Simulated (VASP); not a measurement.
Set up this calculation in VASP 6.6.1, as the native input.

- Task: single point
- Functional: PBE
- Potentials or basis: VASP PAW PBE potentials, release 64 (Zn, Mo_sv)
- Cutoff: 520 eV
- k mesh: 6 × 6 × 4
- Occupations: gaussian, width 0.1 eV
- Spin: no spin polarisation
- Dipole correction: no
- Further INCAR settings: ALGO = Fast; EDIFF = 1e-07; NBANDS = 64

The structure of ZnMo3 lies in POSCAR:

```
ZnMo3
1.0
    5.5756719445      0.0000000000      0.0000000000
   -2.7878359723      4.8286735471      0.0000000000
    0.0000000000      0.0000000000      4.5818133321
Zn Mo
2 6
Direct
    0.3333333333      0.6666666667      0.2500000000
    0.6666666667      0.3333333333      0.7500000000
    0.8409982645      0.6819965291      0.2500000000
    0.1590017355      0.8409982645      0.7500000000
    0.3180034709      0.1590017355      0.2500000000
    0.1590017355      0.3180034709      0.7500000000
    0.8409982645      0.1590017355      0.2500000000
    0.6819965291      0.8409982645      0.7500000000
```

One way to write it, as run:

INCAR

```
ALGO     = Fast           # electronic algorithm
EDIFF    = 1E-7           # SCF threshold, eV
ENCUT    = 520            # plane-wave cutoff, eV
GGA      = PE             # functional
ISIF     = 2              # what is computed and relaxed
ISMEAR   = 0              # smearing method
LASPH    = T              # aspherical terms in the spheres
LCHARG   = T              # write CHGCAR
LELF     = T              # ELF
LREAL    = F              # projectors in reciprocal space
LVHAR    = T            
LWAVE    = F              # write WAVECAR
NBANDS   = 64             # bands
NELM     = 100            # most SCF steps
PREC     = Accurate       # precision mode
SIGMA    = 0.1            # smearing width, eV
```

KPOINTS

```
k-points
0
Gamma
  6 6 4
```

Potentials or basis: VASP PAW PBE potentials, release 64 (Zn, Mo_sv).

Run with:

```bash
$ cat potpaw_PBE.64/Zn/POTCAR potpaw_PBE.64/Mo_sv/POTCAR > POTCAR
$ mpirun -np 1 vasp_std > vasp.out
```

Results of the run:

* Pressure: 0.5 GPa
* Largest force: 0.012 eV/Å
* Band gap on the k mesh: zero (bands 54 and 55 overlap by 0.99 eV)

It took 2.7 min on 1 thread of Intel(R) Xeon(R) 6975P-C (Granite Rapids), on a shared host, peak memory 0.31 GiB.
